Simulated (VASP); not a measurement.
# Nb2PdSe5 (Immm) in VASP: notebook, part 2 of 3

VASP 6.6.1. The steps go on from the part before.

## 3. Single point, PBE, collinear spin

This run uses another cell than the first one, of 22.26 Å³/atom.

INCAR

```
PREC = Accurate
ENCUT = 520
EDIFF = 1E-6
ISMEAR = 0
SIGMA = 0.1
LREAL = False
LASPH = True
NELM = 150
ALGO = Normal
ISIF = 2
LWAVE = False
LCHARG = False
ISPIN = 2
MAGMOM = 0 0 1 0 0 0 0 0
LORBIT = 11
LMAXMIX = 4
GGA = PE
NBANDS = 47
```

KPOINTS

```
Automatic mesh
0
Gamma
  4 4 4
```

POSCAR

```
Nb2PdSe5
1.0
   -2.6526612386      3.1536408024      5.3224999174
    2.6526612386     -3.1536408024      5.3224999174
    2.6526612386      3.1536408024     -5.3224999174
Nb Pd Se
2 1 5
Direct
    0.0000000000      0.0000000000      0.0000000000
    0.5000000000      0.0000000000      0.5000000000
    0.5000000000      0.5000000000      0.0000000000
    0.5578944545      0.8100720625      0.7478223919
    0.9377503294      0.1899279375      0.7478223919
    0.4421055455      0.1899279375      0.2521776081
    0.0622496706      0.8100720625      0.2521776081
    0.0000000000      0.5000000000      0.5000000000
```

Potentials or basis: VASP PAW PBE potentials, release 64 (Nb_sv, Pd, Se).

The run is started by

```bash
cat potpaw_PBE.64/Nb_sv/POTCAR potpaw_PBE.64/Pd/POTCAR potpaw_PBE.64/Se/POTCAR > POTCAR
mpirun -np 1 vasp_std > vasp.out
```

OUTCAR:

```text
PREC = Accurate
   ENCUT = 520
   EDIFF = 1E-6
   ISMEAR = 0
   LREAL = False
   LASPH = True
   NELM = 150
   ISIF = 2
   ISPIN = 2
   LORBIT = 11
   GGA = PE

 ion  position               nearest neighbor table
   1  0.000  0.000  0.000-   4 2.57   6 2.57   7 2.57   5 2.57   8 2.65   8 2.65
   2  0.500  0.000  0.500-   4 2.56   6 2.56   7 2.56   5 2.56   3 2.65   3 2.65
   3  0.500  0.500  0.000-   2 2.65   2 2.65
   4  0.558  0.810  0.748-   2 2.56   1 2.57
   5  0.938  0.190  0.748-   2 2.56   1 2.57
   6  0.442  0.190  0.252-   2 2.56   1 2.57
   7  0.062  0.810  0.252-   2 2.56   1 2.57
   8  0.000  0.500  0.500-   1 2.65   1 2.65

  LATTYP: Found a body centered orthorhombic cell.
 ALAT       =     5.3053224772
 B/A-ratio  =     1.1888592318
 C/A-ratio  =     2.0064755499

  Lattice vectors:

 A1 = (  -2.6526612386,   3.1536408024,   5.3224999174)
 A2 = (   2.6526612386,  -3.1536408024,   5.3224999174)
 A3 = (   2.6526612386,   3.1536408024,  -5.3224999174)

Analysis of symmetry for initial positions (statically):
=====================================================================
 Subroutine PRICEL returns:
 Original cell was already a primitive cell.

 Routine SETGRP: Setting up the symmetry group for a
 body centered orthorhombic supercell.

 Subroutine GETGRP returns: Found  8 space group operations
 (whereof  8 operations were pure point group operations)
 out of a pool of  8 trial point group operations.

The static configuration has the point symmetry D_2h.

Analysis of symmetry for dynamics (positions and initial velocities):
=====================================================================
 Subroutine PRICEL returns:
 Original cell was already a primitive cell.

 Routine SETGRP: Setting up the symmetry group for a
 body centered orthorhombic supercell.

 Subroutine GETGRP returns: Found  8 space group operations
 (whereof  8 operations were pure point group operations)
 out of a pool of  8 trial point group operations.

The dynamic configuration has the point symmetry D_2h.

Analysis of structural, dynamic, and magnetic symmetry:
=====================================================================
 Subroutine PRICEL returns:
 Original cell was already a primitive cell.

 Routine SETGRP: Setting up the symmetry group for a
 body centered orthorhombic supercell.

 Subroutine GETGRP returns: Found  8 space group operations
 (whereof  8 operations were pure point group operations)
 out of a pool of  8 trial point group operations.

The overall configuration has the point symmetry D_2h.

 Subroutine INISYM returns: Found  8 space group operations
 (whereof  8 operations are pure point group operations),
 and found     1 'primitive' translations

----------------------------------------------------------------------------------------

                                     Primitive cell

  volume of cell :     178.1024

  direct lattice vectors                    reciprocal lattice vectors
    -2.652661239  3.153640802  5.322499917     0.000000000  0.158546909  0.093940819
     2.652661239 -3.153640802  5.322499917     0.188489956  0.000000000  0.093940819
     2.652661239  3.153640802 -5.322499917     0.188489956  0.158546909  0.000000000

  length of vectors
     6.731349592  6.731349592  6.731349592     0.184287817  0.210602329  0.246303848
[... 98 lines left out ...]
   NUPDOWN=      -1.0000    fix difference up-down
   EMIN   =  10.00;   EMAX   =-10.00  energy-range for DOS
   EFERMI =   0.00;   METHOD = LEGACY
   ISMEAR =     0;   SIGMA  =   0.10  broadening in eV -4-tet -1-fermi 0-gaus
   EFERMI_NEDOS =   21; number of points for ismear=-14 and -15
   IALGO  =     38    algorithm
   IMIX   =      4    mixing-type and parameters
     AMIX     =   0.40;   BMIX     =  1.00
     AMIX_MAG =   1.60;   BMIX_MAG =  1.00
  volume/ion in A,a.u.               =      22.26       150.24
  Fermi-wavevector in a.u.,A,eV,Ry     =   1.175889  2.222108 18.812972  1.382714
  Thomas-Fermi vector in A             =   2.312262
   LORBIT       =     11    0 simple, 1 ext, 2 COOP (PROOUT), +10 PAW based schemes
   GGA     = PE    functional components
   LHFCALC =     F    Hartree Fock is set to
   AEXX    =    0.0000 exact exchange contribution
   IVDW    =     0    specifies the selected vdW correction
   LEPSILON=     F    determine dielectric tensor
   LRPA    =     F    only Hartree local field effects (RPA)
 spin polarized calculation
 Gauss-broadening in eV      SIGMA  =   0.10
  energy-cutoff  :      520.00
  volume of cell :      178.10
 maximum number of plane-waves:      4820
   NGX = 25   NGY = 25   NGZ = 25

 number of electron      65.9999998 magnetization       0.0025594

 Free energy of the ion-electron system (eV)
  ---------------------------------------------------
  ext. energy  EPLUGINS =         0.00000000
  ---------------------------------------------------
  free energy    TOTEN  =       -44.62048375 eV

  energy without entropy =      -44.59569822  energy(sigma->0) =      -44.60809099

 E-fermi :   5.4463     XC(G=0): -10.3076

 val. band max:        5.4018314762   @ k =   0.2500   0.2500   0.2500
 cond. band min:       5.4497567151   @ k =  -0.2500   0.5000   0.2500
 fundamental gap:      0.0479252389
 Fermi energy:         5.4463388050

 spin component 1

 k-point     1 :       0.0000    0.0000    0.0000
  band No.  band energies     occupation
      1     -49.9429      1.00000
      2     -49.6507      1.00000
      3     -26.1298      1.00000
      4     -26.1189      1.00000
      5     -25.9619      1.00000
      6     -25.7576      1.00000
[... 853 lines left out ...]
     44       9.8917      0.00000
     45      10.0661      0.00000
 Fermi energy:         5.4463388050

 spin component 2

 k-point     1 :       0.0000    0.0000    0.0000
  band No.  band energies     occupation
      1     -49.9430      1.00000
      2     -49.6498      1.00000
      3     -26.1297      1.00000
      4     -26.1189      1.00000
      5     -25.9619      1.00000
      6     -25.7569      1.00000
[... 853 lines left out ...]
     44       9.8928      0.00000
     45      10.0669      0.00000
 [bands above 45 left out]

------------------------ aborting loop because EDIFF is reached ----------------------------------------

  FORCE on cell =-STRESS in cart. coord.  units (eV):
  Direction    XX          YY          ZZ          XY          YZ          ZX
  --------------------------------------------------------------------------------------
  -------------------------------------------------------------------------------------
  Total        1.4224568      0.2249086     -0.0364502     -0.0000000      0.0000000      0.0000000
  in kB       12.7961696      2.0232377     -0.3278995     -0.0000000      0.0000000      0.0000000
  external PRESSURE =       4.8305026 kB  Pullay stress =       0.0000000 kB

 VOLUME and BASIS-vectors are now :
 -----------------------------------------------------------------------------
  energy-cutoff  :      520.00
  volume of cell :      178.10
      direct lattice vectors                 reciprocal lattice vectors
    -2.652661239  3.153640802  5.322499917     0.000000000  0.158546909  0.093940819
     2.652661239 -3.153640802  5.322499917     0.188489956  0.000000000  0.093940819
     2.652661239  3.153640802 -5.322499917     0.188489956  0.158546909  0.000000000

 POSITION                                       TOTAL-FORCE (eV/Angst)
 -----------------------------------------------------------------------------------
      0.00000      0.00000      0.00000        -0.000000     -0.000000     -0.000000
      0.00000      3.15364      0.00000        -0.000000     -0.000000     -0.000000
      0.00000      0.00000      5.32250        -0.000000     -0.000000     -0.000000
      2.65266      1.56309      3.30072        -0.000000     -0.043490      0.155013
      0.00000      4.71673      2.02178         0.000000     -0.043490     -0.155013
      0.00000      1.59056      2.02178         0.000000      0.043490     -0.155013
      2.65266     -1.56309      3.30072        -0.000000      0.043490      0.155013
      2.65266      0.00000      0.00000        -0.000000     -0.000000     -0.000000
 -----------------------------------------------------------------------------------
    total drift:                                0.000000     -0.000000     -0.000000

  FREE ENERGIE OF THE ION-ELECTRON SYSTEM (eV)
  ---------------------------------------------------
  free  energy   TOTEN  =       -44.6204837544 eV

  energy  without entropy=      -44.5956982238  energy(sigma->0) =      -44.60809099

 total charge

# of ion       s       p       d       tot
------------------------------------------
    1        2.161   6.024   2.378  10.563
    2        2.189   6.011   2.437  10.637
    3        0.348   0.207   8.627   9.183
    4        1.502   2.241   0.052   3.794
    5        1.502   2.241   0.052   3.794
    6        1.502   2.241   0.052   3.794
    7        1.502   2.241   0.052   3.794
    8        1.467   2.279   0.026   3.772
--------------------------------------------------
tot         12.172  23.485  13.676  49.332

 magnetization (x)

# of ion       s       p       d       tot
------------------------------------------
    1       -0.000  -0.000  -0.000  -0.000
    2        0.000   0.000   0.001   0.001
    3        0.000   0.000   0.000   0.000
    4        0.000  -0.000   0.000  -0.000
    5        0.000  -0.000   0.000  -0.000
    6        0.000  -0.000   0.000  -0.000
    7        0.000  -0.000   0.000  -0.000
    8       -0.000  -0.000   0.000  -0.000
--------------------------------------------------
tot          0.000   0.000   0.001   0.001
```

It took 18 min on 1 thread of Intel Xeon 8259CL, shared host; peak memory 0.58 GiB.

What came out:

```
Free energy                                           : -44.6205 eV
Pressure                                              : 0.5 GPa
Largest force                                         : 0.161 eV/Å
Band gap on the k mesh                                : zero (filled and empty bands overlap)
Net moment                                            : 0.00 μB per cell
Valence electrons inside the program's atomic spheres : Nb 10.56, 10.64; Pd 9.18; Se 3.79, 3.77 (each value once)
```

Forces on the atoms (eV/Å):
```
Nb   0.000  0.000  0.000
Nb   0.000  0.000  0.000
Pd   0.000  0.000  0.000
Se   0.000 -0.043  0.155
Se   0.000 -0.043 -0.155
Se   0.000  0.043 -0.155
Se   0.000  0.043  0.155
Se   0.000  0.000  0.000
```

Stress tensor (GPa, compression positive):
```
 1.28  0.00  0.00
 0.00  0.20  0.00
 0.00  0.00 -0.03
```

Levels at points of the mesh, in eV from the Fermi level:
Spin up:
| k point | band 29 | band 30 | band 31 | band 32 | band 33 | band 34 | band 35 | band 36 | band 37 | band 38 |
| --- | --- | --- | --- | --- | --- | --- | --- | --- | --- | --- |
| (0.00, 0.00, 0.00) | -1.09 | -0.52 | -0.17 | 0.03 | 0.20 | 0.21 | 0.35 | 0.44 | 0.97 | 1.53 |
| (0.50, 0.00, 0.00) | -1.58 | -1.44 | -0.91 | -0.40 | 0.22 | 0.34 | 1.00 | 1.46 | 1.55 | 1.56 |
| (0.00, 0.50, 0.00) | -1.30 | -0.58 | -0.45 | -0.43 | -0.12 | 0.13 | 0.81 | 0.88 | 0.92 | 1.37 |
| (0.50, 0.50, 0.00) | -1.32 | -1.28 | -1.19 | -0.21 | -0.12 | -0.05 | 0.68 | 0.73 | 1.53 | 1.63 |
| (0.50, 0.50, 0.50) | -1.32 | -1.30 | -1.21 | -0.92 | -0.84 | 0.17 | 0.78 | 1.33 | 1.55 | 1.82 |
Spin down:
| k point | band 30 | band 31 | band 32 | band 33 | band 34 | band 35 | band 36 | band 37 |
| --- | --- | --- | --- | --- | --- | --- | --- | --- |
| (0.00, 0.00, 0.00) | -0.52 | -0.17 | 0.03 | 0.20 | 0.21 | 0.35 | 0.44 | 0.97 |
| (0.50, 0.00, 0.00) | -1.44 | -0.91 | -0.40 | 0.22 | 0.34 | 1.00 | 1.46 | 1.55 |
| (0.00, 0.50, 0.00) | -0.58 | -0.45 | -0.43 | -0.11 | 0.13 | 0.81 | 0.88 | 0.92 |
| (0.50, 0.50, 0.00) | -1.28 | -1.19 | -0.21 | -0.12 | -0.05 | 0.68 | 0.74 | 1.53 |
| (0.50, 0.50, 0.50) | -1.30 | -1.21 | -0.92 | -0.84 | 0.17 | 0.78 | 1.33 | 1.55 |

(Continued in part 3 of 3.)

The gap in the log of VASP goes by the Fermi energy; the results here count the filled bands.